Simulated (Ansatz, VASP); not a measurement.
## One calculation of Y, two programs

```xyz
1
Lattice="0.0000 2.5308 2.5308 2.5308 0.0000 2.5308 2.5308 2.5308 0.0000" Properties=species:S:1:pos:R:3 pbc="T T T"
Y     2.5308    2.5308    2.5308
```

Alike in both runs: functional PBE; k mesh 18 × 18 × 18; occupations gaussian, width 0.1 eV; no spin polarisation.

Ansatz relaxed the structure, and its values are those at the end. VASP's run is a single point on that final structure, the one shown.

|  | VASP | Ansatz |
| --- | --- | --- |
| version | VASP 6.6.1 | Ansatz 0.2.0 |
| potentials or method | VASP PAW PBE potentials, release 64 (Y_sv), cutoff 520 eV | scalar-relativistic, plane waves, PAW |
| valence electrons in the cell | 11 | 11 |

```tsv
	VASP	Ansatz	Ansatz less VASP
gap on the k mesh at the Fermi level (eV)	none	none	-
pressure (GPa)	-0.1	0.0	+0.14
```

A gap of «none» marks a metal or a gap that the smearing closes. With one functional, cell and mesh, what is left measures potentials, basis and numerics.
